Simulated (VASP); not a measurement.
# CdS (rocksalt type) (Fm-3m) in VASP: notebook, part 2 of 2

VASP 6.6.1. The steps go on from the part before.

## 3. Single point, r2SCAN (16.22 Å³/atom)

This run uses another cell than the first one, of 16.22 Å³/atom.

The input, POSCAR:

```
CdS
1.0
    0.0000000000      2.5312634578      2.5312634578
    2.5312634578      0.0000000000      2.5312634578
    2.5312634578      2.5312634578      0.0000000000
Cd S
1 1
Direct
    0.0000000000      0.0000000000      0.0000000000
    0.5000000000      0.5000000000      0.5000000000
```

The input, INCAR.step1:

```
SYSTEM = CdS
ALGO = Normal
EDIFF = 1E-5
ENCUT = 550
GGA = PE
GGA_COMPAT = .False.
ISMEAR = -1
LASPH = .True.
LCHARG = .False.
LREAL = .False.
LWAVE = .True.
NBANDS = 16
NELM = 120
PREC = Accurate
SIGMA = 0.05
```

The input, INCAR.step2:

```
SYSTEM = CdS
ALGO = Normal
EDIFF = 1E-6
ENCUT = 550
GGA_COMPAT = .False.
ISIF = 2
ISMEAR = -1
ISTART = 1
LASPH = .True.
LCHARG = .False.
LMIXTAU = .True.
LREAL = .False.
LWAVE = .False.
METAGGA = R2SCAN
NBANDS = 16
NELM = 120
PREC = Accurate
SIGMA = 0.05
```

The input, KPOINTS:

```
k-points
0
Gamma
  14 14 14
  0 0 0
```

Potentials or basis: VASP PAW PBE potentials, release 64 (Cd, S).

The run is started by

```
$ cat potpaw_PBE.64/Cd/POTCAR potpaw_PBE.64/S/POTCAR > POTCAR
$ cp INCAR.step1 INCAR
$ mpirun -np 1 vasp_std > vasp.out
$ cp INCAR.step2 INCAR
$ mpirun -np 1 vasp_std > vasp.out
```

OUTCAR:

```text
SYSTEM = CdS
   EDIFF = 1E-6
   ENCUT = 550
   ISIF = 2
   ISMEAR = -1
   ISTART = 1
   LASPH = .True.
   LREAL = .False.
   METAGGA = R2SCAN
   NELM = 120
   PREC = Accurate

 ion  position               nearest neighbor table
   1  0.000  0.000  0.000-   2 2.53   2 2.53   2 2.53   2 2.53   2 2.53   2 2.53
   2  0.500  0.500  0.500-   1 2.53   1 2.53   1 2.53   1 2.53   1 2.53   1 2.53

  LATTYP: Found a face centered cubic cell.
 ALAT       =     5.0625269156

  Lattice vectors:

 A1 = (   0.0000000000,   2.5312634578,   2.5312634578)
 A2 = (   2.5312634578,   0.0000000000,   2.5312634578)
 A3 = (   2.5312634578,   2.5312634578,   0.0000000000)

Analysis of symmetry for initial positions (statically):
=====================================================================
 Subroutine PRICEL returns:
 Original cell was already a primitive cell.

 Routine SETGRP: Setting up the symmetry group for a
 face centered cubic supercell.

 Subroutine GETGRP returns: Found 48 space group operations
 (whereof 48 operations were pure point group operations)
 out of a pool of 48 trial point group operations.

The static configuration has the point symmetry O_h .

Analysis of symmetry for dynamics (positions and initial velocities):
=====================================================================
 Subroutine PRICEL returns:
 Original cell was already a primitive cell.

 Routine SETGRP: Setting up the symmetry group for a
 face centered cubic supercell.

 Subroutine GETGRP returns: Found 48 space group operations
 (whereof 48 operations were pure point group operations)
 out of a pool of 48 trial point group operations.

The dynamic configuration has the point symmetry O_h .

 Subroutine INISYM returns: Found 48 space group operations
 (whereof 48 operations are pure point group operations),
 and found     1 'primitive' translations

----------------------------------------------------------------------------------------

                                     Primitive cell

  volume of cell :      32.4371

  direct lattice vectors                    reciprocal lattice vectors
     0.000000000  2.531263458  2.531263458    -0.197529814  0.197529814  0.197529814
     2.531263458  0.000000000  2.531263458     0.197529814 -0.197529814  0.197529814
     2.531263458  2.531263458  0.000000000     0.197529814  0.197529814 -0.197529814

  length of vectors
     3.579747112  3.579747112  3.579747112     0.342131674  0.342131674  0.342131674

  position of ions in fractional coordinates (direct lattice)
     0.000000000  0.000000000  0.000000000
     0.500000000  0.500000000  0.500000000

  ion indices of the primitive-cell ions
   primitive index   ion index
                 1           1
                 2           2

----------------------------------------------------------------------------------------

 KPOINTS: k-points

Automatic generation of k-mesh.
 Grid dimensions read from file:
 generate k-points for:   14   14   14

 Generating k-lattice:

  Cartesian coordinates                     Fractional coordinates (reciprocal lattice)
    -0.014109272  0.014109272  0.014109272     0.071428571  0.000000000  0.000000000
     0.014109272 -0.014109272  0.014109272     0.000000000  0.071428571  0.000000000
     0.014109272  0.014109272 -0.014109272     0.000000000  0.000000000  0.071428571

  Length of vectors
     0.024437977  0.024437977  0.024437977

  Shift w.r.t. Gamma in fractional coordinates (k-lattice)
     0.000000000  0.000000000  0.000000000

 Subroutine IBZKPT returns following result:
 ===========================================

 Found    104 irreducible k-points:

 Following reciprocal coordinates:
            Coordinates               Weight
  0.000000  0.000000  0.000000      1.000000
  0.071429  0.000000  0.000000      8.000000
  0.142857  0.000000  0.000000      8.000000
  0.214286  0.000000  0.000000      8.000000
  0.285714  0.000000  0.000000      8.000000
  0.357143  0.000000  0.000000      8.000000
[... 16 lines left out ...]
  0.214286  0.142857  0.000000     24.000000
  0.285714  0.142857  0.000000     24.000000
 [... further k-points ...]
   k-points           NKPTS =    104   k-points in BZ     NKDIM =    104   number of bands    NBANDS=     16
   number of dos      NEDOS =    301   number of ions     NIONS =      2
   total plane-waves  NPLWV =  21952
   dimension x,y,z NGX =    28 NGY =   28 NGZ =   28
   dimension x,y,z NGXF=    56 NGYF=   56 NGZF=   56
   ions per type =               1   1
   NGX,Y,Z   is equivalent  to a cutoff of  13.00, 13.00, 13.00 a.u.
   NGXF,Y,Z  is equivalent  to a cutoff of  26.01, 26.01, 26.01 a.u.
 SYSTEM =  CdS
   PREC   = accura    normal or accurate (medium, high low for compatibility)
   ISTART =      1    job   : 0-new  1-cont  2-samecut
   ICHARG =      0    charge: 1-file 2-atom 10-const
   ISPIN  =      1    spin polarized calculation?
   LNONCOLLINEAR =      F non collinear calculations
   LSORBIT =      F    spin-orbit coupling
   LASPH  =      T    aspherical Exc in radial PAW
   ENCUT  =  550.0 eV  40.42 Ry    6.36 a.u.   6.85  6.85  6.85*2*pi/ulx,y,z
   NELM   =    120;   NELMIN=  2; NELMDL=  0     # of ELM steps
   EDIFF  = 0.1E-05   stopping-criterion for ELM
   LREAL  =      F    real-space projection
   EDIFFG = 0.1E-04   stopping-criterion for IOM
   NSW    =      0    number of steps for IOM
   IBRION =     -1    ionic relax: 0-MD 1-quasi-New 2-CG
   NFREE  =      0    steps in history (QN), initial steepest desc. (CG)
   ISIF   =      2    stress and relaxation
   ISYM   =      2    0-nonsym 1-usesym 2-fastsym
   POTIM  = 0.5000    time-step for ionic-motion
   TEBEG  =    0.0;   TEEND  =   0.0 temperature during run
   PSTRESS=    0.0 pullay stress
   NELECT =      18.0000    total number of electrons
   NUPDOWN=      -1.0000    fix difference up-down
   EMIN   =  10.00;   EMAX   =-10.00  energy-range for DOS
   EFERMI =   0.00;   METHOD = LEGACY
   ISMEAR =    -1;   SIGMA  =   0.05  broadening in eV -4-tet -1-fermi 0-gaus
   EFERMI_NEDOS =   21; number of points for ismear=-14 and -15
   IALGO  =     38    algorithm
   IMIX   =      4    mixing-type and parameters
     AMIX     =   0.40;   BMIX     =  1.00
     AMIX_MAG =   1.60;   BMIX_MAG =  1.00
  volume/ion in A,a.u.               =      16.22       109.45
  Fermi-wavevector in a.u.,A,eV,Ry     =   1.345297  2.542244 24.624167  1.809825
  Thomas-Fermi vector in A             =   2.473222
   LORBIT       =      0    0 simple, 1 ext, 2 COOP (PROOUT), +10 PAW based schemes
   METAGGA = R2SCAN    functional components
   LHFCALC =     F    Hartree Fock is set to
   AEXX    =    0.0000 exact exchange contribution
   IVDW    =     0    specifies the selected vdW correction
   LEPSILON=     F    determine dielectric tensor
   LRPA    =     F    only Hartree local field effects (RPA)
 non-spin polarized calculation
  energy-cutoff  :      550.00
  volume of cell :       32.44
 maximum number of plane-waves:       966
   NGX = 13   NGY = 13   NGZ = 13

 number of electron      18.0000000 magnetization

 Free energy of the ion-electron system (eV)
  ---------------------------------------------------
  ext. energy  EPLUGINS =         0.00000000
  ---------------------------------------------------
  free energy    TOTEN  =       -28.85102550 eV

  energy without entropy =      -28.85100747  energy(sigma->0) =      -28.85101649

 E-fermi :   5.7492     XC(G=0): -12.2568

 val. band max:        5.3838868968   @ k =   0.5000   0.0000   0.0000
 cond. band min:       5.9748190349   @ k =   0.5000   0.5000   0.0000
 fundamental gap:      0.5909321380
 Fermi energy:         5.7492419137

 k-point     1 :       0.0000    0.0000    0.0000
  band No.  band energies     occupation
      1      -9.9736      2.00000
      2      -3.2717      2.00000
      3      -3.2717      2.00000
      4      -3.2592      2.00000
      5      -3.2592      2.00000
      6      -3.2592      2.00000
[... 8 lines left out ...]
     15      18.9024      0.00000
     16      18.9024      0.00000
[... 419 lines left out ...]
 k-point    24 :       0.2857    0.1429    0.0000
  band No.  band energies     occupation
      1      -9.1427      2.00000
      2      -3.7505      2.00000
      3      -3.4077      2.00000
      4      -3.4055      2.00000
      5      -3.0914      2.00000
      6      -3.0106      2.00000
[... 8 lines left out ...]
     15      18.8712      0.00000
     16      20.0537      0.00000

 [... further k-points ...]

------------------------ aborting loop because EDIFF is reached ----------------------------------------

  FORCE on cell =-STRESS in cart. coord.  units (eV):
  Direction    XX          YY          ZZ          XY          YZ          ZX
  --------------------------------------------------------------------------------------
  -------------------------------------------------------------------------------------
  Total        6.4752243      6.4752243      6.4752243      0.0000000      0.0000000     -0.0000000
  in kB      319.8330602    319.8330602    319.8330602      0.0000000      0.0000000     -0.0000000
  external PRESSURE =     319.8330602 kB  Pullay stress =       0.0000000 kB

 VOLUME and BASIS-vectors are now :
 -----------------------------------------------------------------------------
  energy-cutoff  :      550.00
  volume of cell :       32.44
      direct lattice vectors                 reciprocal lattice vectors
     0.000000000  2.531263458  2.531263458    -0.197529814  0.197529814  0.197529814
     2.531263458  0.000000000  2.531263458     0.197529814 -0.197529814  0.197529814
     2.531263458  2.531263458  0.000000000     0.197529814  0.197529814 -0.197529814

 POSITION                                       TOTAL-FORCE (eV/Angst)
 -----------------------------------------------------------------------------------
      0.00000      0.00000      0.00000         0.000000      0.000000      0.000000
      2.53126      2.53126      2.53126        -0.000000      0.000000     -0.000000
 -----------------------------------------------------------------------------------
    total drift:                                0.000000      0.000000      0.000000

  FREE ENERGIE OF THE ION-ELECTRON SYSTEM (eV)
  ---------------------------------------------------
  free  energy   TOTEN  =       -28.8510255022 eV

  energy  without entropy=      -28.8510074688  energy(sigma->0) =      -28.85101649
```

It took 2.7 min on 1 thread of AMD EPYC 9R45 (Zen 5), shared host; peak memory 0.18 GiB.

Results:

```yaml
Free_energy: -28.8510 eV
Pressure: 32.0 GPa
Band_gap_on_the_k_mesh: 0.59 eV (least direct gap 3.70 eV)
```

Caveat: the cell stands under pressure; the PAW data sets were made with another functional, which shifts forces and pressure a little.
